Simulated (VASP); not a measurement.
Write the native input for VASP 6.6.1 that does the following.

| Property | Result |
| --- | --- |
| Task | relaxation of cell and atoms |
| Functional | PBE |
| Potentials or basis | VASP PAW PBE potentials, release 64 (Sn_d, Cl) |
| Cutoff | 600 eV |
| k mesh | 9 × 9 × 3 |
| Occupations | fermi-dirac, width 0.05 eV |
| Spin | no spin polarisation |
| Target pressure | 20 GPa |
| Dipole correction | no |
| Further INCAR settings | ALGO = Normal; EDIFF = 1e-06; IBRION = 2; EDIFFG = -0.01; NSW = 60; ISIF = 3 |

The structure of SnCl lies in POSCAR:

```
SnCl
1.0
    3.4975457026      0.0000000000      0.0000000000
   -1.7487728513      3.0289634293      0.0000000000
    0.0000000000      0.0000000000     10.0622090000
Sn Cl
2 2
Direct
    0.6666666667      0.3333333333      0.8205100000
    0.3333333333      0.6666666667      0.3205100000
    0.6666666667      0.3333333333      0.5544910000
    0.3333333333      0.6666666667      0.0544910000
```

These files were run (other wordings do the same):

INCAR

```
SYSTEM = SnCl
  PREC = Accurate
  ENCUT = 600
  EDIFF = 1E-6
  ISMEAR = -1
  SIGMA = 0.05
  LREAL = .FALSE.
  LASPH = .TRUE.
  NELM = 100
  ALGO = Normal
  ISIF = 3
  LWAVE = .FALSE.
  LCHARG = .FALSE.
  GGA = PE
  IBRION = 2
  NSW = 60
  EDIFFG = -0.01
  PSTRESS = 200.0
```

KPOINTS

```
Automatic mesh
0
G
  9 9 3
  0 0 0
```

Potentials or basis: VASP PAW PBE potentials, release 64 (Sn_d, Cl).

Command:

```console
$ cat potpaw_PBE.64/Sn_d/POTCAR potpaw_PBE.64/Cl/POTCAR > POTCAR
$ mpirun -np 1 vasp_std > vasp.out
```

Results of the run:

```yaml
Relaxed_volume: 19.80 Å³/atom
Relaxed_cell: a = 3.100 Å, b = 3.100 Å, c = 9.514 Å, α = 90.00°, β = 90.00°, γ = 120.00°
Space_group_after_relaxing_to_0.1_Å: P6_3mc (No. 186)
Energy_change_on_relaxing_the_run_minimises_the_enthalpy: +309.7 meV/atom
Ionic_steps: 12
Pressure_after_relaxing: 20.0 GPa
Band_gap_on_the_k_mesh: zero (bands 21 and 22 overlap by 3.89 eV)
```

Caveat: the cell is relaxed towards a set pressure, so the run minimises the enthalpy, not the energy; the volume moved by over 15 % at a fixed basis, so the end points are rough; spin-orbit coupling is left out, which moves the levels of the heavy elements.

It took 16 min on 1 thread of Intel Xeon 8259CL, on a shared host, peak memory 0.29 GiB.
